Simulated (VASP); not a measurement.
Write the native input for VASP 6.6.1 that does the following.

```
Task                               : single point
Functional                         : HSE06
Potentials or basis                : VASP PAW PBE potentials, release 64 (Ag)
Cutoff                             : 520 eV
k mesh                             : 8 × 8 × 8
Occupations                        : gaussian, width 0.05 eV
Spin                               : no spin polarisation
Dipole correction                  : no
Grid for exact exchange (PRECFOCK) : Normal
Further INCAR settings             : ALGO = Normal; EDIFF = 1e-06; NBANDS = 12
Share of exact exchange            : 0.25
Screening parameter                : 0.2079 1/Å
```

The system is Ag.

```
CELL_PARAMETERS angstrom
0.00000 2.07431 2.07431
2.07431 0.00000 2.07431
2.07431 2.07431 0.00000
ATOMIC_POSITIONS crystal
Ag 0.00000 0.00000 0.00000
```

One way to write it, as run:

POSCAR

```
Ag
1.0
    0.0000000000      2.0743087130      2.0743087130
    2.0743087130      0.0000000000      2.0743087130
    2.0743087130      2.0743087130      0.0000000000
Ag
1
Direct
    0.0000000000      0.0000000000      0.0000000000
```

INCAR.step1

```
SYSTEM = Ag
PREC = Accurate ; ENCUT = 520
EDIFF = 1E-5 ; ISMEAR = 0
SIGMA = 0.05 ; LREAL = .FALSE.
LASPH = .TRUE. ; NELM = 80
ALGO = Normal ; ISIF = 2
LWAVE = .TRUE. ; GGA = PE
NBANDS = 12
```

INCAR.step2

```
SYSTEM = Ag
PREC = Accurate ; ENCUT = 520
EDIFF = 1E-6 ; ISMEAR = 0
SIGMA = 0.05 ; LREAL = .FALSE.
LASPH = .TRUE. ; NELM = 80
ALGO = Normal ; ISIF = 2
LWAVE = .FALSE. ; LCHARG = .TRUE.
GGA = PE ; LHFCALC = .TRUE.
HFSCREEN = 0.2079 ; PRECFOCK = Normal
LELF = .TRUE. ; LVHAR = .TRUE.
ISTART = 1 ; NBANDS = 12
```

KPOINTS

```
regular mesh
0
G
  8 8 8
  0 0 0
```

Potentials or basis: VASP PAW PBE potentials, release 64 (Ag).

The run is started by

```console
$ cat potpaw_PBE.64/Ag/POTCAR > POTCAR
$ cp INCAR.step1 INCAR
$ mpirun -np 1 vasp_std > vasp.out
$ cp INCAR.step2 INCAR
$ mpirun -np 1 vasp_std > vasp.out
```

It gave:

```yaml
Pressure: 0.3 GPa
Band_gap_on_the_k_mesh: zero (an odd number of electrons rules out a gap without spin polarisation)
```

Caveat: the PAW data sets were made with another functional, which shifts forces and pressure a little.

Run time: 32 min on 1 thread of Intel(R) Xeon(R) Platinum 8488C (Sapphire Rapids), on a shared host, peak memory 0.26 GiB.
